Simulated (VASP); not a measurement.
Here is a VASP 6.6.1 calculation.

File POSCAR:

```
WC
1.0
    2.9094801377      0.0000000000      0.0000000000
   -1.4547400688      2.5196837111      0.0000000000
    0.0000000000      0.0000000000      2.8342350323
W C
1 1
Direct
    0.0000000000      0.0000000000      0.0000000000
    0.6666666667      0.3333333333      0.5000000000
```

The input INCAR.step1:

```
  PREC = Accurate
  ENCUT = 520
  ISMEAR = 0
  SIGMA = 0.1
  LREAL = False
  LASPH = True
  NELM = 60
  NBANDS = 16
  GGA = PE
  ALGO = Normal
  EDIFF = 1E-4
  LWAVE = True
  LCHARG = False
```

File INCAR.step2:

```
  PREC = Accurate
  ENCUT = 520
  EDIFF = 1E-7
  ISMEAR = 0
  SIGMA = 0.1
  LREAL = False
  LASPH = True
  NELM = 60
  ALGO = Normal
  ISIF = 2
  LWAVE = False
  LCHARG = False
  METAGGA = R2SCAN
  LMIXTAU = True
  NBANDS = 16
  ISTART = 1
```

The input KPOINTS:

```
regular mesh
0
Gamma
  18 18 14
```

Potentials or basis: VASP PAW PBE potentials, release 64 (W_sv, C).

The run is started by

```console
$ cat potpaw_PBE.64/W_sv/POTCAR potpaw_PBE.64/C/POTCAR > POTCAR
$ cp INCAR.step1 INCAR
$ mpirun -np 1 vasp_std > vasp.out
$ cp INCAR.step2 INCAR
$ mpirun -np 1 vasp_std > vasp.out
```

(1) Predict the band gap on the k mesh.

(2) What does it give for the pressure?

Answers

(1) zero (band 9 reaches 11.70 eV, above the bottom of band 10 at 10.37 eV).

(2) 2.9 GPa.

Caveat: the PAW data sets were made with another functional, which shifts forces and pressure a little; spin-orbit coupling is left out, which moves the levels of the heavy elements.
